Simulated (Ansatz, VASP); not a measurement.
# Two plane-wave programs on Te3As5

```
Te As
1.0
     6.03885    0.00000    0.00000
     0.00000    6.03885    0.00000
     0.00000    0.00000    6.03885
Te As
3 5
Direct
  0.50000 0.00000 0.00000
  0.00000 0.50000 0.00000
  0.00000 0.00000 0.50000
  0.00000 0.50000 0.50000
  0.50000 0.00000 0.50000
  0.50000 0.50000 0.00000
  0.00000 0.00000 0.00000
  0.50000 0.50000 0.50000
```

Alike in both runs: task single point; functional PBE; k mesh 4 × 4 × 4; occupations gaussian, width 0.1 eV; no spin polarisation.

```csv
,VASP,Ansatz
version,VASP 6.6.1,Ansatz 0.2.0
potentials or method,"VASP PAW PBE potentials, release 64 (Te, As), cutoff 520 eV","scalar-relativistic, plane waves, PAW"
valence electrons in the cell,43,123
```

|  | VASP | Ansatz | Ansatz less VASP |
| --- | --- | --- | --- |
| gap on the k mesh at the Fermi level (eV) | none | none | - |
| pressure (GPa) | -5.6 | -5.6 | +0.01 |

A gap of «none» marks a metal or a gap that the smearing closes. VASP's potentials hold 43 valence electrons a cell and Ansatz's 123, so a difference there can come from the potentials and not from the codes.

Neither program's run includes spin-orbit coupling. Noted on VASP's run: too few bands were computed for a metal, which touches its energy and stress.
